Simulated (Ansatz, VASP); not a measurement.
**Os: VASP beside Ansatz**

Contents of INCAR:

```
  ALGO = Normal
  EDIFF = 1E-6
  ENCUT = 520
  GGA = CA
  ISIF = 2
  ISMEAR = -1
  LASPH = True
  LCHARG = False
  LREAL = False
  LWAVE = False
  NBANDS = 15
  NELM = 60
  PREC = Accurate
  SIGMA = 0.05
```

Contents of KPOINTS:

```
k-points
0
Gamma
  13 13 13
```

The input POSCAR:

```
Os
1.0
    0.0000000000      2.3074595258      2.3074595258
    2.3074595258      0.0000000000      2.3074595258
    2.3074595258      2.3074595258      0.0000000000
Os
2
Direct
   -0.1250000000     -0.1250000000     -0.1250000000
    0.1250000000      0.1250000000      0.1250000000
```

Input for Ansatz:

```yaml
crystal:
  lattice:
    - [0.0, 2.3074595258, 2.3074595258]
    - [2.3074595258, 0.0, 2.3074595258]
    - [2.3074595258, 2.3074595258, 0.0]
  atoms:
    - { symbol: Os, position: [-0.125, -0.125, -0.125] }
    - { symbol: Os, position: [0.125, 0.125, 0.125] }
kpoints:
  mp_grid: { grid: [13, 13, 13] }
scf:
  occupations: { method: fermi_dirac, width: 0.05 }
hamiltonian:
  xc: lda
  pseudopotentials: { kind: all_electron, lapw: { basis_error: 0.001 } }
output:
  forces: true
  stress: true
  eigenvalues: true
  populations: true
```

Change from the starting cell: volume scaled by 0.6, LAPW.

Alike in both runs: task single point; functional LDA; k mesh 13 × 13 × 13; occupations fermi-dirac, width 0.05 eV; no spin polarisation.

```csv
,VASP,Ansatz
version,VASP 6.6.1,Ansatz 0.2.0
potentials or method,"VASP PAW LDA potentials, release 64 (Os), cutoff 520 eV","all-electron LAPW, scalar-relativistic"
```

```csv
,VASP,Ansatz,Ansatz less VASP
pressure (GPa),327.9,360.9,+32.94
```

LDA's correlation is that of Perdew and Zunger in VASP and of Perdew and Wang (1992) in Ansatz. The pressures are high and differ by over a tenth, so treat them with care. Ansatz ran all-electron here, and VASP with PAW potentials.

Neither program's run includes spin-orbit coupling. Noted on VASP's run: the cell as given lies far from equilibrium.
